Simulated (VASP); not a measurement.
# Ba in VASP: single point with PBE

Aim: the single point of Ba with PBE.

Everything below comes from runs of VASP 6.6.1. Logs are shortened: lines on timing, memory, paths and dates and some standing lists are left out, and cuts for length are marked.

### 1 The cell of the first run

The cell holds a slab with vacuum, 4 atoms: a = 7.106 Å, b = 7.106 Å, c = 24.352 Å, α = 90.00°, β = 90.00°, γ = 120.00°.

### 2 Single point, PBE

Input file INCAR:

```
ALGO = Normal
DIPOL = 0.5 0.5 0.500
EDIFF = 1E-7
ENCUT = 520
GGA = PE
IDIPOL = 3
ISIF = 2
ISMEAR = -1
LASPH = True
LCHARG = False
LDIPOL = True
LREAL = False
LWAVE = False
NBANDS = 28
NELM = 80
PREC = Accurate
SIGMA = 0.1
```

Input file KPOINTS:

```
k-points
0
Gamma
  6 6 1
```

Input file POSCAR:

```
Ba
1.0
    7.1064158584      0.0000000000      0.0000000000
   -3.5532079292      6.1543366632      0.0000000000
    0.0000000000      0.0000000000     24.3518000000
Ba
4
Direct
    0.0000000000      0.0000000000      0.4106478127
    0.3333333340      0.6666666660      0.4702159373
    0.6666666670      0.3333333330      0.5297840623
    0.0000000000      0.0000000000      0.5893521873
```

Potentials or basis: VASP PAW PBE potentials, release 64 (Ba_sv).

Launch:

```bash
> cat potpaw_PBE.64/Ba_sv/POTCAR > POTCAR
> mpirun -np 1 vasp_std > vasp.out
```

OUTCAR:

```text
EDIFF = 1E-7
   ENCUT = 520
   GGA = PE
   ISIF = 2
   ISMEAR = -1
   LASPH = True
   LREAL = False
   NELM = 80
   PREC = Accurate

 ion  position               nearest neighbor table
   1  0.000  0.000  0.411-   2 4.35   2 4.35   4 4.35   2 4.35
   2  0.333  0.667  0.470-   1 4.35   1 4.35   3 4.35   3 4.35   3 4.35   1 4.35
   3  0.667  0.333  0.530-   4 4.35   2 4.35   4 4.35   2 4.35   4 4.35   2 4.35
   4  0.000  0.000  0.589-   3 4.35   1 4.35   3 4.35   3 4.35

  LATTYP: Found a hexagonal cell.
 ALAT       =     7.1064158584
 C/A-ratio  =     3.4267344447

  Lattice vectors:

 A1 = (   7.1064158584,   0.0000000000,   0.0000000000)
 A2 = (  -3.5532079292,   6.1543366632,   0.0000000000)
 A3 = (   0.0000000000,   0.0000000000,  24.3518000000)

Analysis of symmetry for initial positions (statically):
=====================================================================
 Subroutine PRICEL returns:
 Original cell was already a primitive cell.

 Routine SETGRP: Setting up the symmetry group for a
 hexagonal supercell.

 Subroutine GETGRP returns: Found 12 space group operations
 (whereof 12 operations were pure point group operations)
 out of a pool of 24 trial point group operations.

The static configuration has the point symmetry D_3d.

Analysis of symmetry for dynamics (positions and initial velocities):
=====================================================================
 Subroutine PRICEL returns:
 Original cell was already a primitive cell.

 Routine SETGRP: Setting up the symmetry group for a
 hexagonal supercell.

 Subroutine GETGRP returns: Found 12 space group operations
 (whereof 12 operations were pure point group operations)
 out of a pool of 24 trial point group operations.

The dynamic configuration has the point symmetry D_3d.

 Subroutine INISYM returns: Found 12 space group operations
 (whereof 12 operations are pure point group operations),
 and found     1 'primitive' translations

----------------------------------------------------------------------------------------

                                     Primitive cell

  volume of cell :    1065.0327

  direct lattice vectors                    reciprocal lattice vectors
     7.106415858  0.000000000  0.000000000     0.140717912  0.081243524  0.000000000
    -3.553207929  6.154336663  0.000000000     0.000000000  0.162487049  0.000000000
     0.000000000  0.000000000 24.351800000     0.000000000  0.000000000  0.041064726

  length of vectors
     7.106415858  7.106415858 24.351800000     0.162487049  0.162487049  0.041064726

  position of ions in fractional coordinates (direct lattice)
     0.000000000  0.000000000  0.410647813
     0.333333334  0.666666666  0.470215937
     0.666666667  0.333333333  0.529784062
     0.000000000  0.000000000  0.589352187

  ion indices of the primitive-cell ions
   primitive index   ion index
                 1           1
                 2           2
                 3           3
                 4           4

----------------------------------------------------------------------------------------

 KPOINTS: k-points

Automatic generation of k-mesh.
 Grid dimensions read from file:
 generate k-points for:    6    6    1

 Generating k-lattice:

  Cartesian coordinates                     Fractional coordinates (reciprocal lattice)
     0.023452985  0.013540587  0.000000000     0.166666667  0.000000000  0.000000000
     0.000000000  0.027081175  0.000000000     0.000000000  0.166666667  0.000000000
     0.000000000  0.000000000  0.041064726     0.000000000  0.000000000  1.000000000

  Length of vectors
     0.027081175  0.027081175  0.041064726

  Shift w.r.t. Gamma in fractional coordinates (k-lattice)
     0.000000000  0.000000000  0.000000000

 Subroutine IBZKPT returns following result:
 ===========================================

 Found      7 irreducible k-points:

 Following reciprocal coordinates:
            Coordinates               Weight
  0.000000  0.000000  0.000000      1.000000
  0.166667  0.000000  0.000000      6.000000
  0.333333 -0.000000  0.000000      6.000000
  0.500000  0.000000  0.000000      3.000000
  0.166667  0.166667  0.000000      6.000000
  0.333333  0.166667  0.000000     12.000000
  0.333333  0.333333  0.000000      2.000000
   k-points           NKPTS =      7   k-points in BZ     NKDIM =      7   number of bands    NBANDS=     28
   number of dos      NEDOS =    301   number of ions     NIONS =      4
   total plane-waves  NPLWV = 559872
   dimension x,y,z NGX =    54 NGY =   54 NGZ =  192
   dimension x,y,z NGXF=   108 NGYF=  108 NGZF=  384
   ions per type =               4
   NGX,Y,Z   is equivalent  to a cutoff of  12.63, 12.63, 13.11 a.u.
   NGXF,Y,Z  is equivalent  to a cutoff of  25.27, 25.27, 26.22 a.u.
 SYSTEM =  unknown system
   PREC   = accura    normal or accurate (medium, high low for compatibility)
   ISTART =      0    job   : 0-new  1-cont  2-samecut
   ICHARG =      2    charge: 1-file 2-atom 10-const
   ISPIN  =      1    spin polarized calculation?
   LNONCOLLINEAR =      F non collinear calculations
   LSORBIT =      F    spin-orbit coupling
   LASPH  =      T    aspherical Exc in radial PAW
   ENCUT  =  520.0 eV  38.22 Ry    6.18 a.u.  13.21 13.21 45.28*2*pi/ulx,y,z
   NELM   =     80;   NELMIN=  2; NELMDL= -5     # of ELM steps
   EDIFF  = 0.1E-06   stopping-criterion for ELM
   LREAL  =      F    real-space projection
   EDIFFG = 0.1E-05   stopping-criterion for IOM
   NSW    =      0    number of steps for IOM
   IBRION =     -1    ionic relax: 0-MD 1-quasi-New 2-CG
   NFREE  =      0    steps in history (QN), initial steepest desc. (CG)
   ISIF   =      2    stress and relaxation
   ISYM   =      2    0-nonsym 1-usesym 2-fastsym
   POTIM  = 0.5000    time-step for ionic-motion
   TEBEG  =    0.0;   TEEND  =   0.0 temperature during run
   PSTRESS=    0.0 pullay stress
   NELECT =      40.0000    total number of electrons
   NUPDOWN=      -1.0000    fix difference up-down
   EMIN   =  10.00;   EMAX   =-10.00  energy-range for DOS
   EFERMI =   0.00;   METHOD = LEGACY
   ISMEAR =    -1;   SIGMA  =   0.10  broadening in eV -4-tet -1-fermi 0-gaus
   EFERMI_NEDOS =   21; number of points for ismear=-14 and -15
   IALGO  =     38    algorithm
   IMIX   =      4    mixing-type and parameters
     AMIX     =   0.40;   BMIX     =  1.00
     AMIX_MAG =   1.60;   BMIX_MAG =  1.00
  volume/ion in A,a.u.               =     266.26      1796.80
  Fermi-wavevector in a.u.,A,eV,Ry     =   0.548244  1.036031  4.089523  0.300571
  Thomas-Fermi vector in A             =   1.578850
   LORBIT       =      0    0 simple, 1 ext, 2 COOP (PROOUT), +10 PAW based schemes
   GGA     = PE    functional components
   LHFCALC =     F    Hartree Fock is set to
   AEXX    =    0.0000 exact exchange contribution
   IVDW    =     0    specifies the selected vdW correction
   LEPSILON=     F    determine dielectric tensor
   LRPA    =     F    only Hartree local field effects (RPA)
 non-spin polarized calculation
  energy-cutoff  :      520.00
  volume of cell :     1065.03
 maximum number of plane-waves:     28717
 NGX is ok and might be reduce to    54
   NGX = 27   NGY = 27   NGZ = 91

 number of electron      39.9999997 magnetization

 dipolmoment           0.000000      0.000000      0.000000 electrons x Angstroem

 Free energy of the ion-electron system (eV)
  ---------------------------------------------------
  ext. energy  EPLUGINS =         0.00000000
  ---------------------------------------------------
  free energy    TOTEN  =        -5.58475970 eV

  energy without entropy =       -5.31222185  energy(sigma->0) =       -5.44849077

 E-fermi :  -1.3184     XC(G=0):  -2.5631

 val. band max:       -1.3211489614   @ k =   0.1667   0.1667   0.0000
 cond. band min:      -1.2192477495   @ k =   0.1667   0.1667   0.0000
 fundamental gap:      0.1019012119
 Fermi energy:        -1.3183810077

 k-point     1 :       0.0000    0.0000    0.0000
  band No.  band energies     occupation
      1     -30.9573      2.00000
      2     -30.9488      2.00000
      3     -30.5347      2.00000
      4     -30.5084      2.00000
      5     -16.1840      2.00000
      6     -16.1145      2.00000
[... 20 lines left out ...]
     27      -0.3911      0.00019
     28      -0.3238      0.00010

 k-point     2 :       0.1667    0.0000    0.0000
  band No.  band energies     occupation
      1     -30.9572      2.00000
      2     -30.9488      2.00000
      3     -30.5333      2.00000
      4     -30.5101      2.00000
      5     -16.1865      2.00000
      6     -16.1194      2.00000
[... 20 lines left out ...]
     27      -0.4219      0.00026
     28      -0.3240      0.00010

 k-point     3 :       0.3333   -0.0000    0.0000
  band No.  band energies     occupation
      1     -30.9570      2.00000
      2     -30.9486      2.00000
      3     -30.5295      2.00000
      4     -30.5143      2.00000
      5     -16.1913      2.00000
      6     -16.1281      2.00000
[... 20 lines left out ...]
     27      -0.3057      0.00008
     28      -0.2239      0.00004

 k-point     4 :       0.5000    0.0000    0.0000
  band No.  band energies     occupation
      1     -30.9569      2.00000
      2     -30.9486      2.00000
      3     -30.5264      2.00000
      4     -30.5176      2.00000
      5     -16.1937      2.00000
      6     -16.1322      2.00000
[... 20 lines left out ...]
     27      -0.3427      0.00012
     28      -0.3149      0.00009

 k-point     5 :       0.1667    0.1667    0.0000
  band No.  band energies     occupation
      1     -30.9570      2.00000
      2     -30.9487      2.00000
      3     -30.5306      2.00000
      4     -30.5130      2.00000
      5     -16.1903      2.00000
      6     -16.1228      2.00000
[... 20 lines left out ...]
     27      -0.3108      0.00008
     28      -0.1860      0.00002

 k-point     6 :       0.3333    0.1667    0.0000
  band No.  band energies     occupation
      1     -30.9569      2.00000
      2     -30.9486      2.00000
      3     -30.5264      2.00000
      4     -30.5176      2.00000
      5     -16.1940      2.00000
      6     -16.1272      2.00000
[... 20 lines left out ...]
     27      -0.3180      0.00009
     28      -0.1172      0.00001

 k-point     7 :       0.3333    0.3333    0.0000
  band No.  band energies     occupation
      1     -30.9568      2.00000
      2     -30.9485      2.00000
      3     -30.5220      2.00000
      4     -30.5220      2.00000
      5     -16.1955      2.00000
      6     -16.1198      2.00000
[... 20 lines left out ...]
     27      -0.3775      0.00016
     28      -0.2357      0.00004

------------------------ aborting loop because EDIFF is reached ----------------------------------------

 vacuum level on the upper side and lower side of the slab       (xc-potential included)        -0.078        -0.078

  FORCE on cell =-STRESS in cart. coord.  units (eV):
  Direction    XX          YY          ZZ          XY          YZ          ZX
  --------------------------------------------------------------------------------------
  -------------------------------------------------------------------------------------
  Total       -0.7010281     -0.7010281     -1.1173563     -0.0000000      0.0000000     -0.0000000
  in kB       -1.0545886     -1.0545886     -1.6808901     -0.0000000      0.0000000     -0.0000000
  external PRESSURE =      -1.2633558 kB  Pullay stress =       0.0000000 kB

 VOLUME and BASIS-vectors are now :
 -----------------------------------------------------------------------------
  energy-cutoff  :      520.00
  volume of cell :     1065.03
      direct lattice vectors                 reciprocal lattice vectors
     7.106415858  0.000000000  0.000000000     0.140717912  0.081243524  0.000000000
    -3.553207929  6.154336663  0.000000000     0.000000000  0.162487049  0.000000000
     0.000000000  0.000000000 24.351800000     0.000000000  0.000000000  0.041064726

 POSITION                                       TOTAL-FORCE (eV/Angst)
 -----------------------------------------------------------------------------------
      0.00000      0.00000     10.00001         0.000000     -0.000000      0.127280
      0.00000      4.10289     11.45060        -0.000000     -0.000000      0.385738
      3.55321      2.05145     12.90120         0.000000      0.000000     -0.385738
      0.00000      0.00000     14.35179         0.000000      0.000000     -0.127280
 -----------------------------------------------------------------------------------
    total drift:                               -0.000007      0.000004      0.000009

  FREE ENERGIE OF THE ION-ELECTRON SYSTEM (eV)
  ---------------------------------------------------
  free  energy   TOTEN  =        -5.5847597004 eV

  energy  without entropy=       -5.3122218451  energy(sigma->0) =       -5.44849077

 vacuum level on the upper side and lower side of the slab         0.979         0.979
```

Wall time 13 min (1 thread of Intel Xeon Platinum 8259CL at 2.50GHz (Skylake/Cascade Lake), shared host); peak memory 0.96 GiB.

What came out:

| Property | Result |
| --- | --- |
| Free energy | -5.5848 eV |
| Largest force | 0.386 eV/Å |

Forces in eV/Å, atoms in the order of the input:
```
Ba   0.000  0.000  0.127
Ba   0.000  0.000  0.386
Ba   0.000  0.000 -0.386
Ba   0.000  0.000 -0.127
```

Levels at points of the mesh, in eV from the Fermi level:
```
           k point  band 18  band 19  band 20  band 21  band 22  band 23
(0.00, 0.00, 0.00)    -0.83    -0.14    -0.14     0.27     0.58     0.58
(0.50, 0.00, 0.00)    -1.02    -0.35    -0.32     0.31     0.36     0.37
```

Caveat: spin-orbit coupling is left out, which moves the levels of the heavy elements.
